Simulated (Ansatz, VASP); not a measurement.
Two plane-wave programs on Pb

Contents of INCAR:

```
  ALGO = Fast
  EDIFF = 1E-7
  ENCUT = 520
  GGA = RE
  ISIF = 2
  ISMEAR = -1
  LASPH = True
  LCHARG = True
  LELF = True
  LREAL = False
  LVHAR = True
  LWAVE = False
  NBANDS = 13
  NELM = 80
  PREC = Accurate
  SIGMA = 0.05
```

The input KPOINTS:

```
k-points
0
Gamma
  9 9 9
```

The input POSCAR:

```
Pb
1.0
   -1.9796595667      1.9796595667      1.9796595667
    1.9796595667     -1.9796595667      1.9796595667
    1.9796595667      1.9796595667     -1.9796595667
Pb
1
Direct
    0.0000000000      0.0000000000      0.0000000000
```

File input.yaml:

```yaml
crystal:
  lattice:
    - [-1.9796595667, 1.9796595667, 1.9796595667]
    - [1.9796595667, -1.9796595667, 1.9796595667]
    - [1.9796595667, 1.9796595667, -1.9796595667]
  atoms:
    - { symbol: Pb, position: [0.0, 0.0, 0.0] }
hamiltonian:
  xc: revpbe
  pseudopotentials: { kind: paw }
kpoints:
  mp_grid: { grid: [9, 9, 9] }
  band_path:
    path:
      - [[0.0, 0.0, 0.0], [0.5, -0.5, 0.5], [0.0, 0.0, 0.5], [0.0, 0.0, 0.0], [0.25, 0.25, 0.25], [0.5, -0.5, 0.5]]
      - [[0.25, 0.25, 0.25], [0.0, 0.0, 0.5]]
    npoints: 14
scf:
  occupations: { method: fermi_dirac, width: 0.05 }
  n_extra_bands: 6
output:
  forces: true
  stress: true
  eigenvalues: true
  fatbands: false
```

Alike in both runs: functional revPBE; k mesh 9 × 9 × 9; occupations fermi-dirac, width 0.05 eV; no spin polarisation.

|  | VASP | Ansatz |
| --- | --- | --- |
| version | VASP 6.6.1 | Ansatz 0.2.0 |
| potentials or method | VASP PAW PBE potentials, release 64 (Pb_d) | Ansatz PAW |
| plane-wave cutoff (eV) | 520 | 420 |
| valence electrons in the cell | 14 | 14 |
| task | single point | band structure |

```tsv
	VASP	Ansatz	Ansatz less VASP
gap on the k mesh at the Fermi level (eV)	none	none	-
pressure (GPa)	1.8	1.9	+0.08
```

VASP's potentials were made for PBE, not for revPBE. A gap of «none» marks a metal or a gap that the smearing closes. The functional is the same, so the differences come from potentials, cutoffs and numerics.

Spin-orbit coupling is off throughout.
